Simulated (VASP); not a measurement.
Hg, 2 atoms in the cell. It takes space group P6_3/mmc (No. 194, hexagonal). The conventional cell has a = 3.462 Å, b = 3.462 Å, c = 5.488 Å, α = 90.00°, β = 90.00°, γ = 120.00°. Within 4.5 Å of Hg (site symmetry -6m2) lie 12 Hg at 3.39 to 3.46 Å. 

- Program: VASP 6.6.1
- Task: single point
- Functional: PBEsol
- Potentials or basis: VASP PAW PBE potentials, release 64 (Hg)
- Cutoff: 520 eV
- k mesh: 3 × 3 × 2
- Occupations: methfessel-paxton, width 0.1 eV
- Spin: no spin polarisation
- Dipole correction: no
- Further INCAR settings: ALGO = Normal; EDIFF = 1e-06; NBANDS = 19

Potentials or basis: VASP PAW PBE potentials, release 64 (Hg).

Launch:

```bash
$ cat potpaw_PBE.64/Hg/POTCAR > POTCAR
$ mpirun -np 1 vasp_std > vasp.out
```

Hardware: 1 thread of Intel Xeon 6975P-C (shared host).

How long does it take, and how much memory?

Wall time 5.3 s on 1 thread of Intel Xeon 6975P-C, with other jobs on the host, peak memory 0.17 GiB. Counts: scf iterations 11, k points 6.
